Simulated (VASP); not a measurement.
# TiO2 (C2/m) in VASP: settings compared, part 2 of 2

VASP 6.6.1.

## Step 3: Single point, PBEsol+D4

File INCAR:

```
ALGO = Normal
EDIFF = 1E-6
ENCUT = 600
GGA = PS
GGA_COMPAT = F
ISIF = 2
ISMEAR = -1
IVDW = 13
LASPH = T
LCHARG = F
LREAL = F
LWAVE = F
NBANDS = 60
NELM = 120
PREC = Accurate
SIGMA = 0.05
```

File KPOINTS:

```
k-points
0
Gamma
  8 8 4
```

File POSCAR:

```
TiO2
1.0
    6.1535771931     -1.8834685000      0.0000000000
    6.1535771931      1.8834685000      0.0000000000
   -1.9283261078      0.0000000000      6.3289668713
Ti O
4 8
Direct
    0.9000710000      0.9000710000      0.2896020000
    0.1952860000      0.1952860000      0.2837620000
    0.0999290000      0.0999290000      0.7103980000
    0.8047140000      0.8047140000      0.7162380000
    0.3619310000      0.3619310000      0.2933970000
    0.2634885000      0.2634885000      0.6525000000
    0.8671885000      0.8671885000      0.9952910000
    0.7365115000      0.7365115000      0.3475000000
    0.9416475000      0.9416475000      0.6300210000
    0.1328115000      0.1328115000      0.0047090000
    0.6380690000      0.6380690000      0.7066030000
    0.0583525000      0.0583525000      0.3699790000
```

Potentials or basis: VASP PAW PBE potentials, release 64 (Ti_sv, O).

Command:

```console
$ cat potpaw_PBE.64/Ti_sv/POTCAR potpaw_PBE.64/O/POTCAR > POTCAR
$ mpirun -np 1 vasp_std > vasp.out
```

OUTCAR:

```text
EDIFF = 1E-6
   ENCUT = 600
   GGA = PS
   ISIF = 2
   ISMEAR = -1
   IVDW = 13
   LASPH = T
   LREAL = F
   NELM = 120
   PREC = Accurate

 ion  position               nearest neighbor table
   1  0.900  0.900  0.290-  12 1.86   7 1.87   5 1.94   5 1.94   8 2.16   9 2.16
   2  0.195  0.195  0.284-  10 1.78  12 1.93   8 1.96   8 1.96   5 2.03   6 2.34
   3  0.100  0.100  0.710-   9 1.86  10 1.87  11 1.94  11 1.94   6 2.16  12 2.16
   4  0.805  0.805  0.716-   7 1.78   9 1.93   6 1.96   6 1.96  11 2.03   8 2.34
   5  0.362  0.362  0.293-   1 1.94   1 1.94   2 2.03
   6  0.263  0.263  0.653-   4 1.96   4 1.96   3 2.16   2 2.34
   7  0.867  0.867  0.995-   4 1.78   1 1.87
   8  0.737  0.737  0.347-   2 1.96   2 1.96   1 2.16   4 2.34
   9  0.942  0.942  0.630-   3 1.86   4 1.93   1 2.16
  10  0.133  0.133  0.005-   2 1.78   3 1.87
  11  0.638  0.638  0.707-   3 1.94   3 1.94   4 2.03
  12  0.058  0.058  0.370-   1 1.86   2 1.93   3 2.16

  LATTYP: Found a base centered monoclinic cell.
 ALAT       =    12.3071543862
 B/A-ratio  =     0.3060770087
[... 1719 lines left out ...]
     59       6.9530      0.00000
     60       7.0007      0.00000

 [... further k-points ...]

------------------------ aborting loop because EDIFF is reached ----------------------------------------

  DFT-D4 for vdW energy calculation

  Edisp (eV):   -1.18858

  FORCE on cell =-STRESS in cart. coord.  units (eV):
  Direction    XX          YY          ZZ          XY          YZ          ZX
  --------------------------------------------------------------------------------------
  -------------------------------------------------------------------------------------
  Total      -7.19772    -7.03966    -7.33429     0.00000     0.00000     0.01789
  in kB     -78.60622   -76.88005   -80.09770     0.00000     0.00000     0.19538
  external pressure =      -78.53 kB  Pullay stress =        0.00 kB

 VOLUME and BASIS-vectors are now :
 -----------------------------------------------------------------------------
  energy-cutoff  :      600.00
  volume of cell :      146.71
      direct lattice vectors                 reciprocal lattice vectors
     6.153577193 -1.883468500  0.000000000     0.081253551 -0.265467673  0.024756544
     6.153577193  1.883468500  0.000000000     0.081253551  0.265467673  0.024756544
    -1.928326108  0.000000000  6.328966871     0.000000000  0.000000000  0.158003671

 POSITION                                       TOTAL-FORCE (eV/Angst)
 -----------------------------------------------------------------------------------
     10.51887      0.00000      1.83288        -0.022511      0.000000     -0.040549
      1.85623      0.00000      1.79592        -0.008093      0.000000     -0.105247
     -0.14004      0.00000      4.49609         0.022511      0.000000      0.040549
      8.52260      0.00000      4.53305         0.008093      0.000000      0.105247
      3.88858      0.00000      1.85690        -0.135409      0.000000     -0.002430
      1.98456      0.00000      4.12965        -0.089653      0.000000      0.006687
      8.75338      0.00000      6.29916        -0.125336      0.000000     -0.030724
      8.39427      0.00000      2.19932         0.089653      0.000000     -0.006687
     10.37412      0.00000      3.98738         0.026271      0.000000     -0.023236
      1.62545      0.00000      0.02980         0.125336      0.000000      0.030724
      6.49025      0.00000      4.47207         0.135409      0.000000      0.002430
      0.00471      0.00000      2.34158        -0.026271      0.000000      0.023236
 -----------------------------------------------------------------------------------
    total drift:                               -0.000000     -0.000000      0.000000

  FREE ENERGIE OF THE ION-ELECTRON SYSTEM (eV)
  ---------------------------------------------------
  free  energy   TOTEN  =      -113.5396935349 eV

  energy  without entropy=     -113.5396935349  energy(sigma->0) =     -113.53969353
```

OSZICAR:

```text
N       E                     dE             d eps       ncg     rms          rms(c)
DAV:   1     0.157905059514E+04    0.15791E+04   -0.51918E+04  9472   0.204E+03
DAV:   2     0.190841792510E+03   -0.13882E+04   -0.13204E+04  9464   0.611E+02
DAV:   3    -0.118966006941E+03   -0.30981E+03   -0.29865E+03 12028   0.247E+02
DAV:   4    -0.143139630483E+03   -0.24174E+02   -0.24110E+02 13944   0.748E+01
DAV:   5    -0.144758665667E+03   -0.16190E+01   -0.16182E+01 14544   0.154E+01    0.448E+01
DAV:   6    -0.113643154228E+03    0.31116E+02   -0.20274E+02 13700   0.970E+01    0.183E+01
DAV:   7    -0.112876960746E+03    0.76619E+00   -0.37740E+01 13464   0.358E+01    0.118E+01
DAV:   8    -0.112354998950E+03    0.52196E+00   -0.47885E+00 13228   0.160E+01    0.426E+00
DAV:   9    -0.112345099104E+03    0.98998E-02   -0.81227E-01 13992   0.600E+00    0.166E+00
DAV:  10    -0.112347062210E+03   -0.19631E-02   -0.14131E-01 13532   0.308E+00    0.843E-01
DAV:  11    -0.112350745542E+03   -0.36833E-02   -0.41206E-02 12840   0.203E+00    0.263E-01
DAV:  12    -0.112350711869E+03    0.33673E-04   -0.10534E-02 13296   0.733E-01    0.698E-02
DAV:  13    -0.112350950462E+03   -0.23859E-03   -0.11247E-03 13160   0.247E-01    0.806E-02
DAV:  14    -0.112351070400E+03   -0.11994E-03   -0.66173E-04 13564   0.145E-01    0.296E-02
DAV:  15    -0.112351101155E+03   -0.30755E-04   -0.13368E-04 13532   0.735E-02    0.146E-02
DAV:  16    -0.112351110058E+03   -0.89034E-05   -0.46925E-05 12636   0.336E-02    0.858E-03
DAV:  17    -0.112351112313E+03   -0.22545E-05   -0.96873E-06 10700   0.169E-02    0.769E-03
DAV:  18    -0.112351113048E+03   -0.73489E-06   -0.71814E-06  9832   0.165E-02
   1 F= -.11353969E+03 E0= -.11353969E+03  d E =-.322562E-11
```

stdout:

```text
POSCAR found type information on POSCAR TiO
 POSCAR found :  2 types and      12 ions
 scaLAPACK will be used
 -----------------------------------------------------------------------------
|                                                                             |
|                                                                             |
|     You enforced a specific xc type in the INCAR file but a different       |
|     I HOPE YOU KNOW WHAT YOU ARE DOING!                                     |
|                                                                             |
 -----------------------------------------------------------------------------

 LDA part: xc-table for (Slater+PW92), standard interpolation
 POSCAR, INCAR and KPOINTS ok, starting setup
 FFT: planning ... GRIDC
 FFT: planning ... GRID_SOFT
 FFT: planning ... GRID
 WAVECAR not read
 entering main loop
```

Run time: 16 min. Hardware: 1 thread of Intel Xeon 6975P-C (Granite Rapids), shared host; peak memory 0.79 GiB.

Results:

| Property | Result |
| --- | --- |
| Free energy | -113.5397 eV |
| Pressure | -7.9 GPa |
| Largest force | 0.135 eV/Å |
| Band gap on the k mesh | 2.70 eV (least direct gap 2.87 eV) |
| Dispersion energy per atom | -0.099 eV |

Forces in eV/Å, atoms in the order of the input:
```
Ti  -0.023  0.000 -0.041
Ti  -0.008  0.000 -0.105
Ti   0.023  0.000  0.041
Ti   0.008  0.000  0.105
O   -0.135  0.000 -0.002
O   -0.090  0.000  0.007
O   -0.125  0.000 -0.031
O    0.090  0.000 -0.007
O    0.026  0.000 -0.023
O    0.125  0.000  0.031
O    0.135  0.000  0.002
O   -0.026  0.000  0.023
```

Caveat: the cell stands under tension; the PAW data sets were made with another functional, which shifts forces and pressure a little. A k mesh can miss the band edges.
